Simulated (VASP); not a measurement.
# W (Im-3m) in VASP: single point with PBE

Aim: the single point of W with PBE.

Everything below comes from runs of VASP 6.6.1. Logs are shortened: lines on timing, memory, paths and dates and some standing lists are left out, and cuts for length are marked.

## 1. The cell of the first run

The structure is cubic, space group Im-3m (No. 229). The conventional cell has a = 3.141 Å, b = 3.141 Å, c = 3.141 Å, α = 90.00°, β = 90.00°, γ = 90.00°. W (site symmetry m-3m) has 14 W at 2.72 to 3.14 Å within 3.6 Å.

## 2. Single point, PBE, non-collinear spin, typed start, spin-orbit coupling

POSCAR

```
W
1.0
   -1.5703551800      1.5703551800      1.5703551800
    1.5703551800     -1.5703551800      1.5703551800
    1.5703551800      1.5703551800     -1.5703551800
W
1
Direct
    0.0000000000      0.0000000000      0.0000000000
```

INCAR.step1

```
SYSTEM = W
PREC = Accurate ; ENCUT = 520
EDIFF = 1E-6 ; ISMEAR = -1
SIGMA = 0.1 ; LREAL = .FALSE.
LASPH = .TRUE. ; NELM = 150
ALGO = Normal ; ISIF = 2
LWAVE = .FALSE. ; LCHARG = .TRUE.
MAGMOM = 0.577 0.577 -0.577 ; LSORBIT = .TRUE.
GGA_COMPAT = .FALSE. ; LORBMOM = .TRUE.
LMAXMIX = 4 ; GGA = PE
NBANDS = 25
```

KPOINTS.step1

```
Automatic mesh
0
G
  15 15 15
  0 0 0
```

INCAR.step2

```
SYSTEM = W
PREC = Accurate ; ENCUT = 520
EDIFF = 1E-6 ; ISMEAR = -5
SIGMA = 0.1 ; LREAL = .FALSE.
LASPH = .TRUE. ; NELM = 150
ALGO = Normal ; ISIF = 2
LWAVE = .FALSE. ; LCHARG = .FALSE.
MAGMOM = 0.577 0.577 -0.577 ; LORBIT = 11
LSORBIT = .TRUE. ; GGA_COMPAT = .FALSE.
LORBMOM = .TRUE. ; LMAXMIX = 4
GGA = PE ; NBANDS = 25
NEDOS = 1001 ; ICHARG = 11
```

KPOINTS.step2

```
Automatic mesh
0
G
  23 23 23
  0 0 0
```

Potentials or basis: VASP PAW PBE potentials, release 64 (W_sv).

On the command line:

```
$ cat potpaw_PBE.64/W_sv/POTCAR > POTCAR
$ cp INCAR.step1 INCAR
$ cp KPOINTS.step1 KPOINTS
$ mpirun -np 1 vasp_ncl > vasp.out
$ cp INCAR.step2 INCAR
$ cp KPOINTS.step2 KPOINTS
$ mpirun -np 1 vasp_ncl > vasp.out
```

OUTCAR:

```text
SYSTEM = W
   PREC = Accurate
   ENCUT = 520
   EDIFF = 1E-6
   ISMEAR = -5
   LREAL = .FALSE.
   LASPH = .TRUE.
   NELM = 150
   ISIF = 2
   LORBIT = 11
   LSORBIT = .TRUE.
   GGA = PE
   ICHARG = 11

 ion  position               nearest neighbor table
   1  0.000  0.000  0.000-

  LATTYP: Found a body centered cubic cell.
 ALAT       =     3.1407103600

  Lattice vectors:

 A1 = (  -1.5703551800,   1.5703551800,   1.5703551800)
 A2 = (   1.5703551800,  -1.5703551800,   1.5703551800)
 A3 = (   1.5703551800,   1.5703551800,  -1.5703551800)

Analysis of symmetry for initial positions (statically):
=====================================================================
 Subroutine PRICEL returns:
 Original cell was already a primitive cell.

 Routine SETGRP: Setting up the symmetry group for a
 body centered cubic supercell.

 Subroutine GETGRP returns: Found 48 space group operations
 (whereof 48 operations were pure point group operations)
 out of a pool of 48 trial point group operations.

The static configuration has the point symmetry O_h .

Analysis of symmetry for dynamics (positions and initial velocities):
=====================================================================
 Subroutine PRICEL returns:
 Original cell was already a primitive cell.

 Routine SETGRP: Setting up the symmetry group for a
 body centered cubic supercell.

 Subroutine GETGRP returns: Found 48 space group operations
 (whereof 48 operations were pure point group operations)
 out of a pool of 48 trial point group operations.

The dynamic configuration has the point symmetry O_h .

Analysis of structural, dynamic, and magnetic symmetry:
=====================================================================
 Subroutine PRICEL returns:
 Original cell was already a primitive cell.

 Routine SETGRP: Setting up the symmetry group for a
 body centered cubic supercell.

 Subroutine GETGRP returns: Found  6 space group operations
 (whereof  6 operations were pure point group operations)
 out of a pool of 48 trial point group operations.

The overall configuration has the point symmetry S_6 .

 Subroutine INISYM returns: Found  6 space group operations
 (whereof  6 operations are pure point group operations),
 and found     1 'primitive' translations

----------------------------------------------------------------------------------------

                                     Primitive cell

[... 139 lines left out ...]
 cond. band min:      11.8132136576   @ k =   0.1739  -0.2609   0.3478
 fundamental gap:     -0.0331555286
 Fermi energy:        11.8229973932

 k-point     1 :       0.0000    0.0000    0.0000
  band No.  band energies     occupation
      1     -62.3836      1.00000
      2     -62.3836      1.00000
      3     -32.0204      1.00000
      4     -32.0204      1.00000
      5     -22.9977      1.00000
      6     -22.9977      1.00000
[... 661 lines left out ...]
     24      26.8943      0.00000
     25      27.0025      0.00000

 [... further k-points ...]
[... 5 lines left out ...]
  --------------------------------------------------------------------------------------
  -------------------------------------------------------------------------------------
  Total        1.4611263      1.4611263      1.4611263     -0.0007450      0.0007450      0.0007450
  in kB      151.1279051    151.1279051    151.1279051     -0.0770548      0.0770548      0.0770548
  external PRESSURE =     151.1279051 kB  Pullay stress =       0.0000000 kB

 VOLUME and BASIS-vectors are now :
 -----------------------------------------------------------------------------
  energy-cutoff  :      520.00
  volume of cell :       15.49
      direct lattice vectors                 reciprocal lattice vectors
    -1.570355180  1.570355180  1.570355180     0.000000000  0.318399306  0.318399306
     1.570355180 -1.570355180  1.570355180     0.318399306  0.000000000  0.318399306
     1.570355180  1.570355180 -1.570355180     0.318399306  0.318399306  0.000000000

 POSITION                                       TOTAL-FORCE (eV/Angst)
 -----------------------------------------------------------------------------------
      0.00000      0.00000      0.00000        -0.000000      0.000000      0.000000
 -----------------------------------------------------------------------------------
    total drift:                               -0.000000     -0.000000      0.000000

  FREE ENERGIE OF THE ION-ELECTRON SYSTEM (eV)
  ---------------------------------------------------
  free  energy   TOTEN  =       -13.7461330096 eV

  energy  without entropy=      -13.7461330096  energy(sigma->0) =      -13.74613301

 orbital moment (x)

 # of ion     p       d       tot
 ----------------------------------------
  1         0.000  -0.000  -0.000
 ----------------------------------------
            0.000  -0.000  -0.000

 orbital moment (y)

 # of ion     p       d       tot
 ----------------------------------------
  1         0.000  -0.000  -0.000
 ----------------------------------------
            0.000  -0.000  -0.000

 orbital moment (z)

 # of ion     p       d       tot
 ----------------------------------------
  1        -0.000   0.000   0.000
 ----------------------------------------
           -0.000   0.000   0.000

 Spin-Orbit-Coupling matrix elements

 Ion:    1  E_soc:     -1.6261616
 l=   1
     0.0000000    -0.2286186    -0.2286186
    -0.2286186     0.0000000    -0.2286186
    -0.2286186    -0.2286186     0.0000000
 l=   2
     0.0000000    -0.0110453     0.0000000    -0.0110453    -0.0313630
    -0.0110453     0.0000000    -0.0235223    -0.0110453    -0.0078408
     0.0000000    -0.0235223     0.0000000    -0.0235223     0.0000000
    -0.0110453    -0.0110453    -0.0235223     0.0000000    -0.0078408
    -0.0313630    -0.0078408     0.0000000    -0.0078408     0.0000000
 l=   3
     0.0000000     0.0000000     0.0000000     0.0000000     0.0000000     0.0000000     0.0000000
     0.0000000     0.0000000     0.0000000     0.0000000     0.0000000     0.0000000     0.0000000
     0.0000000     0.0000000     0.0000000     0.0000000     0.0000000     0.0000000     0.0000000
     0.0000000     0.0000000     0.0000000     0.0000000     0.0000000     0.0000000     0.0000000
     0.0000000     0.0000000     0.0000000     0.0000000     0.0000000     0.0000000     0.0000000
     0.0000000     0.0000000     0.0000000     0.0000000     0.0000000     0.0000000     0.0000000
     0.0000000     0.0000000     0.0000000     0.0000000     0.0000000     0.0000000     0.0000000

 total charge

# of ion       s       p       d       tot
------------------------------------------
    1        2.409   6.362   3.395  12.165

 magnetization (x)

# of ion       s       p       d       tot
------------------------------------------
    1        0.000  -0.000   0.000   0.000

 magnetization (y)

# of ion       s       p       d       tot
------------------------------------------
    1        0.000  -0.000   0.000   0.000

 magnetization (z)

# of ion       s       p       d       tot
------------------------------------------
    1       -0.000   0.000  -0.000  -0.000
```

Wall time 22 min (1 thread of Intel Xeon 8259CL, shared host); peak memory 1.1 GiB.

What came out:

- Net moment: 0.00 μB per cell
- Valence electrons inside the program's atomic spheres: W 12.16

Moments on the atoms (μB; x, y, z):
```
W   0.00 0.00 0.00
```
